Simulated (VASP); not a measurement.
# TaN (Fm-3m) in VASP: notebook

TaN is run at these levels: revPBE, BLYP, PBE; tasks: single point.

Everything below comes from runs of VASP 6.6.1. Logs are shortened: lines on timing, memory, paths and dates and some standing lists are left out, and cuts for length are marked.

## Step 1: The cell of the first run

The structure is cubic, space group Fm-3m (No. 225). The conventional cell has a = 4.432 Å, b = 4.432 Å, c = 4.432 Å, α = 90.00°, β = 90.00°, γ = 90.00°. Within 2.9 Å of Ta (site symmetry m-3m) lie 6 N at 2.22 Å. Within 2.9 Å of N (site symmetry m-3m) lie 6 Ta at 2.22 Å.

## Step 2: Single point, revPBE

Contents of INCAR:

```
PREC = Accurate ; ENCUT = 520
EDIFF = 1E-6 ; ISMEAR = -1
SIGMA = 0.05 ; LREAL = False
LASPH = True ; NELM = 60
ALGO = Normal ; ISIF = 2
LWAVE = False ; LCHARG = True
GGA = RE ; LELF = True
LVHAR = True ; NBANDS = 15
```

Contents of KPOINTS:

```
Automatic mesh
0
Gamma
  10 10 10
```

Contents of POSCAR:

```
TaN
1.0
    0.0000000000      2.2158680031      2.2158680031
    2.2158680031      0.0000000000      2.2158680031
    2.2158680031      2.2158680031      0.0000000000
Ta N
1 1
Direct
    0.5000000000      0.5000000000      0.5000000000
    0.0000000000      0.0000000000      0.0000000000
```

Potentials or basis: VASP PAW PBE potentials, release 64 (Ta_pv, N).

Started as:

```bash
$ cat potpaw_PBE.64/Ta_pv/POTCAR potpaw_PBE.64/N/POTCAR > POTCAR
$ mpirun -np 1 vasp_std > vasp.out
```

OUTCAR:

```text
PREC = Accurate
   ENCUT = 520
   EDIFF = 1E-6
   ISMEAR = -1
   LREAL = False
   LASPH = True
   NELM = 60
   ISIF = 2
   GGA = RE

 ion  position               nearest neighbor table
   1  0.500  0.500  0.500-   2 2.22   2 2.22   2 2.22   2 2.22   2 2.22   2 2.22
   2  0.000  0.000  0.000-   1 2.22   1 2.22   1 2.22   1 2.22   1 2.22   1 2.22

  LATTYP: Found a face centered cubic cell.
 ALAT       =     4.4317360062

  Lattice vectors:

 A1 = (   0.0000000000,   2.2158680031,   2.2158680031)
 A2 = (   2.2158680031,   0.0000000000,   2.2158680031)
 A3 = (   2.2158680031,   2.2158680031,   0.0000000000)

Analysis of symmetry for initial positions (statically):
=====================================================================
 Subroutine PRICEL returns:
 Original cell was already a primitive cell.

 Routine SETGRP: Setting up the symmetry group for a
 face centered cubic supercell.

 Subroutine GETGRP returns: Found 48 space group operations
 (whereof 48 operations were pure point group operations)
 out of a pool of 48 trial point group operations.

The static configuration has the point symmetry O_h .

Analysis of symmetry for dynamics (positions and initial velocities):
=====================================================================
 Subroutine PRICEL returns:
 Original cell was already a primitive cell.

 Routine SETGRP: Setting up the symmetry group for a
 face centered cubic supercell.

 Subroutine GETGRP returns: Found 48 space group operations
 (whereof 48 operations were pure point group operations)
 out of a pool of 48 trial point group operations.

The dynamic configuration has the point symmetry O_h .

 Subroutine INISYM returns: Found 48 space group operations
 (whereof 48 operations are pure point group operations),
 and found     1 'primitive' translations

----------------------------------------------------------------------------------------

                                     Primitive cell

  volume of cell :      21.7601

  direct lattice vectors                    reciprocal lattice vectors
     0.000000000  2.215868003  2.215868003    -0.225645210  0.225645210  0.225645210
     2.215868003  0.000000000  2.215868003     0.225645210 -0.225645210  0.225645210
     2.215868003  2.215868003  0.000000000     0.225645210  0.225645210 -0.225645210

  length of vectors
     3.133710582  3.133710582  3.133710582     0.390828968  0.390828968  0.390828968

  position of ions in fractional coordinates (direct lattice)
     0.500000000  0.500000000  0.500000000
     0.000000000  0.000000000  0.000000000

  ion indices of the primitive-cell ions
   primitive index   ion index
                 1           1
                 2           2

----------------------------------------------------------------------------------------

 KPOINTS: Automatic mesh

Automatic generation of k-mesh.
 Grid dimensions read from file:
 generate k-points for:   10   10   10

 Generating k-lattice:

  Cartesian coordinates                     Fractional coordinates (reciprocal lattice)
    -0.022564521  0.022564521  0.022564521     0.100000000  0.000000000  0.000000000
     0.022564521 -0.022564521  0.022564521     0.000000000  0.100000000  0.000000000
     0.022564521  0.022564521 -0.022564521     0.000000000  0.000000000  0.100000000

  Length of vectors
     0.039082897  0.039082897  0.039082897

  Shift w.r.t. Gamma in fractional coordinates (k-lattice)
     0.000000000  0.000000000  0.000000000

 Subroutine IBZKPT returns following result:
 ===========================================

 Found     47 irreducible k-points:

 Following reciprocal coordinates:
            Coordinates               Weight
  0.000000  0.000000  0.000000      1.000000
  0.100000  0.000000  0.000000      8.000000
  0.200000  0.000000  0.000000      8.000000
  0.300000  0.000000  0.000000      8.000000
  0.400000  0.000000  0.000000      8.000000
  0.500000  0.000000  0.000000      4.000000
[... 16 lines left out ...]
  0.300000  0.300000  0.000000      6.000000
  0.400000  0.300000  0.000000     24.000000
 [... further k-points ...]
   k-points           NKPTS =     47   k-points in BZ     NKDIM =     47   number of bands    NBANDS=     15
   number of dos      NEDOS =    301   number of ions     NIONS =      2
   total plane-waves  NPLWV =  13824
   dimension x,y,z NGX =    24 NGY =   24 NGZ =   24
   dimension x,y,z NGXF=    48 NGYF=   48 NGZF=   48
   ions per type =               1   1
   NGX,Y,Z   is equivalent  to a cutoff of  12.73, 12.73, 12.73 a.u.
   NGXF,Y,Z  is equivalent  to a cutoff of  25.46, 25.46, 25.46 a.u.
 SYSTEM =  unknown system
   PREC   = accura    normal or accurate (medium, high low for compatibility)
   ISTART =      0    job   : 0-new  1-cont  2-samecut
   ICHARG =      2    charge: 1-file 2-atom 10-const
   ISPIN  =      1    spin polarized calculation?
   LNONCOLLINEAR =      F non collinear calculations
   LSORBIT =      F    spin-orbit coupling
   LASPH  =      T    aspherical Exc in radial PAW
   ENCUT  =  520.0 eV  38.22 Ry    6.18 a.u.   5.83  5.83  5.83*2*pi/ulx,y,z
   NELM   =     60;   NELMIN=  2; NELMDL= -5     # of ELM steps
   EDIFF  = 0.1E-05   stopping-criterion for ELM
   LREAL  =      F    real-space projection
   EDIFFG = 0.1E-04   stopping-criterion for IOM
   NSW    =      0    number of steps for IOM
   IBRION =     -1    ionic relax: 0-MD 1-quasi-New 2-CG
   NFREE  =      0    steps in history (QN), initial steepest desc. (CG)
   ISIF   =      2    stress and relaxation
   ISYM   =      2    0-nonsym 1-usesym 2-fastsym
   POTIM  = 0.5000    time-step for ionic-motion
   TEBEG  =    0.0;   TEEND  =   0.0 temperature during run
   PSTRESS=    0.0 pullay stress
   NELECT =      16.0000    total number of electrons
   NUPDOWN=      -1.0000    fix difference up-down
   EMIN   =  10.00;   EMAX   =-10.00  energy-range for DOS
   EFERMI =   0.00;   METHOD = LEGACY
   ISMEAR =    -1;   SIGMA  =   0.05  broadening in eV -4-tet -1-fermi 0-gaus
   EFERMI_NEDOS =   21; number of points for ismear=-14 and -15
   IALGO  =     38    algorithm
   IMIX   =      4    mixing-type and parameters
     AMIX     =   0.40;   BMIX     =  1.00
     AMIX_MAG =   1.60;   BMIX_MAG =  1.00
  volume/ion in A,a.u.               =      10.88        73.42
  Fermi-wavevector in a.u.,A,eV,Ry     =   1.477614  2.792285 29.706179  2.183343
  Thomas-Fermi vector in A             =   2.591996
   LORBIT       =      0    0 simple, 1 ext, 2 COOP (PROOUT), +10 PAW based schemes
   GGA     = RE    functional components
   LHFCALC =     F    Hartree Fock is set to
   AEXX    =    0.0000 exact exchange contribution
   IVDW    =     0    specifies the selected vdW correction
   LEPSILON=     F    determine dielectric tensor
   LRPA    =     F    only Hartree local field effects (RPA)
 non-spin polarized calculation
  energy-cutoff  :      520.00
  volume of cell :       21.76
 maximum number of plane-waves:       600
   NGX = 11   NGY = 11   NGZ = 11

 number of electron      16.0000003 magnetization

 Free energy of the ion-electron system (eV)
  ---------------------------------------------------
  ext. energy  EPLUGINS =         0.00000000
  ---------------------------------------------------
  free energy    TOTEN  =       -20.98441951 eV

  energy without entropy =      -20.97845133  energy(sigma->0) =      -20.98143542

 E-fermi :   9.3933     XC(G=0): -13.2656

 val. band max:        9.3032629023   @ k =  -0.2000   0.2000   0.0000
 cond. band min:       9.4275732511   @ k =   0.0000   0.0000   0.0000
 fundamental gap:      0.1243103488
 Fermi energy:         9.3933494044

 k-point     1 :       0.0000    0.0000    0.0000
  band No.  band energies     occupation
      1     -26.5000      2.00000
      2     -26.5000      2.00000
      3     -26.5000      2.00000
      4      -9.3543      2.00000
      5       5.6073      2.00000
      6       5.6073      2.00000
      7       5.6073      2.00000
      8       7.3223      2.00000
      9       7.3223      2.00000
     10       7.3223      2.00000
     11       9.4276      0.67053
     12       9.4276      0.67051
     13      10.6668      0.00000
     14      18.7339      0.00000
     15      21.6937      0.00000

 k-point     2 :       0.1000    0.0000    0.0000
  band No.  band energies     occupation
      1     -26.5794      2.00000
      2     -26.5074      2.00000
      3     -26.5074      2.00000
      4      -9.1267      2.00000
      5       4.5130      2.00000
      6       4.8847      2.00000
      7       4.8847      2.00000
      8       7.6702      2.00000
      9       7.6702      2.00000
     10       7.7318      2.00000
     11      10.3179      0.00000
     12      10.3179      0.00000
     13      11.3812      0.00000
     14      19.4427      0.00000
     15      21.6934      0.00000

 k-point     3 :       0.2000    0.0000    0.0000
  band No.  band energies     occupation
      1     -26.7814      2.00000
      2     -26.5267      2.00000
      3     -26.5267      2.00000
      4      -8.5048      2.00000
      5       2.7023      2.00000
      6       3.7254      2.00000
      7       3.7254      2.00000
      8       8.2544      2.00000
      9       8.4605      2.00000
     10       8.4605      2.00000
     11      12.1547      0.00000
     12      12.1547      0.00000
     13      12.8506      0.00000
     14      21.0547      0.00000
     15      21.6932      0.00000

 k-point     4 :       0.3000    0.0000    0.0000
  band No.  band energies     occupation
      1     -27.0206      2.00000
      2     -26.5503      2.00000
      3     -26.5503      2.00000
      4      -7.6569      2.00000
      5       0.9918      2.00000
      6       2.7675      2.00000
      7       2.7675      2.00000
      8       9.0510      1.99788
      9       9.5635      0.06435
     10       9.5635      0.06435
     11      14.0487      0.00000
     12      14.1555      0.00000
     13      14.1555      0.00000
     14      21.3877      0.00000
     15      21.7094      0.00000
[... 307 lines left out ...]
 k-point    22 :      -0.2000    0.2000    0.0000
  band No.  band energies     occupation
      1     -26.9775      2.00000
      2     -26.6985      2.00000
      3     -26.5422      2.00000
      4      -7.5854      2.00000
      5       0.9150      2.00000
      6       2.5060      2.00000
      7       3.2150      2.00000
      8       8.9575      1.99967
      9       9.3033      1.71672
     10      10.9786      0.00000
     11      11.4704      0.00000
     12      15.1872      0.00000
     13      15.6704      0.00000
     14      21.6396      0.00000
     15      21.8431      0.00000

 k-point    23 :       0.3000    0.3000    0.0000
  band No.  band energies     occupation
      1     -26.9604      2.00000
      2     -26.6703      2.00000
      3     -26.6703      2.00000
      4      -7.9860      2.00000
      5       1.3245      2.00000
      6       4.5411      2.00000
      7       4.5411      2.00000
      8       4.9305      2.00000
      9      10.6345      0.00000
     10      11.7031      0.00000
     11      11.7031      0.00000
     12      12.1099      0.00000
     13      17.4613      0.00000
     14      21.6659      0.00000
     15      22.0544      0.00000

 k-point    24 :       0.4000    0.3000    0.0000
  band No.  band energies     occupation
      1     -27.0529      2.00000
      2     -26.7209      2.00000
      3     -26.6976      2.00000
      4      -7.8456      2.00000
      5       1.5226      2.00000
      6       3.5819      2.00000
      7       4.2370      2.00000
      8       5.5878      2.00000
      9      11.4681      0.00000
     10      12.1854      0.00000
     11      12.2640      0.00000
     12      13.0436      0.00000
     13      17.5406      0.00000
     14      19.7995      0.00000
     15      21.6997      0.00000

 [... further k-points ...]

------------------------ aborting loop because EDIFF is reached ----------------------------------------

  FORCE on cell =-STRESS in cart. coord.  units (eV):
  Direction    XX          YY          ZZ          XY          YZ          ZX
  --------------------------------------------------------------------------------------
  -------------------------------------------------------------------------------------
  Total        0.1009227      0.1009227      0.1009227     -0.0000000     -0.0000000      0.0000000
  in kB        7.4308394      7.4308394      7.4308394     -0.0000000     -0.0000000      0.0000000
  external PRESSURE =       7.4308394 kB  Pullay stress =       0.0000000 kB

 VOLUME and BASIS-vectors are now :
 -----------------------------------------------------------------------------
  energy-cutoff  :      520.00
  volume of cell :       21.76
      direct lattice vectors                 reciprocal lattice vectors
     0.000000000  2.215868003  2.215868003    -0.225645210  0.225645210  0.225645210
     2.215868003  0.000000000  2.215868003     0.225645210 -0.225645210  0.225645210
     2.215868003  2.215868003  0.000000000     0.225645210  0.225645210 -0.225645210

 POSITION                                       TOTAL-FORCE (eV/Angst)
 -----------------------------------------------------------------------------------
      2.21587      2.21587      2.21587         0.000000      0.000000      0.000000
      0.00000      0.00000      0.00000         0.000000     -0.000000     -0.000000
 -----------------------------------------------------------------------------------
    total drift:                                0.000000     -0.000000     -0.000000

  FREE ENERGIE OF THE ION-ELECTRON SYSTEM (eV)
  ---------------------------------------------------
  free  energy   TOTEN  =       -20.9844195056 eV

  energy  without entropy=      -20.9784513264  energy(sigma->0) =      -20.98143542
```

It took 13 s on 1 thread of Intel Xeon 8259CL, shared host; peak memory 0.15 GiB.

Results:

```
Free energy            : -20.9844 eV
Pressure               : 0.7 GPa
Band gap on the k mesh : zero (band 8 reaches 11.19 eV, above the bottom of band 9 at 7.32 eV)
```

Caveat: the PAW data sets were made with another functional, which shifts forces and pressure a little; spin-orbit coupling is left out, which moves the levels of the heavy elements.

[end of part 1 of 3]
